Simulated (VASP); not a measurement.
Set up this calculation in VASP 6.6.1, as the native input.

```
Task                   : single point
Functional             : PBE
Potentials or basis    : VASP PAW PBE potentials, release 64 (Hf_pv, O)
Cutoff                 : 520 eV
k mesh                 : 6 × 6 × 2
Occupations            : gaussian, width 0.05 eV
Spin                   : no spin polarisation
Dipole correction      : no
Further INCAR settings : ALGO = Normal; EDIFF = 1e-07; NBANDS = 56
```

The structure of HfO2 lies in POSCAR:

```
HfO2
1.0
   -3.6043047991      0.0000000000      0.0000000000
    0.0000000000     -3.6043047991      0.0000000000
    0.0000000000      0.0000000000     11.2779346079
Hf O
4 8
Direct
    0.5000000000      0.5000000000      0.1882866397
    0.5000000000      0.5000000000      0.6550358706
    1.0000000000      1.0000000000      0.4216612552
    1.0000000000      1.0000000000      0.8884104860
    0.0000000000      0.5000000000      0.2784869056
    0.0000000000      0.5000000000      0.7452361365
    0.5000000000      0.0000000000      0.3314609893
    0.5000000000      0.0000000000      0.7982102202
    0.5000000000      0.0000000000      0.0980863739
    0.5000000000      0.0000000000      0.5648356047
    0.0000000000      0.5000000000      0.0451122902
    0.0000000000      0.5000000000      0.5118615210
```

These files were run (other wordings do the same):

INCAR

```
  PREC = Accurate
  ENCUT = 520
  EDIFF = 1E-7
  ISMEAR = 0
  SIGMA = 0.05
  LREAL = F
  LASPH = T
  NELM = 100
  ALGO = Normal
  ISIF = 2
  LWAVE = F
  LCHARG = T
  GGA = PE
  LELF = T
  LVHAR = T
  NBANDS = 56
```

KPOINTS

```
regular mesh
0
Gamma
  6 6 2
```

Potentials or basis: VASP PAW PBE potentials, release 64 (Hf_pv, O).

The run is started by

```console
$ cat potpaw_PBE.64/Hf_pv/POTCAR potpaw_PBE.64/O/POTCAR > POTCAR
$ mpirun -np 1 vasp_std > vasp.out
```

Results of the run:

| Property | Result |
| --- | --- |
| Pressure | -9.7 GPa |
| Largest force | 5.170 eV/Å |
| Band gap on the k mesh | 0.55 eV, direct |

Caveat: spin-orbit coupling is left out, which moves the levels of the heavy elements; forces of over 1 eV/Å act on the atoms, so gaps and moduli don't describe the material at rest.

Wall time 4.2 min on 1 thread of Intel(R) Xeon(R) Platinum 8375C CPU @ 2.90GHz (Ice Lake), on a shared host, peak memory 0.36 GiB.
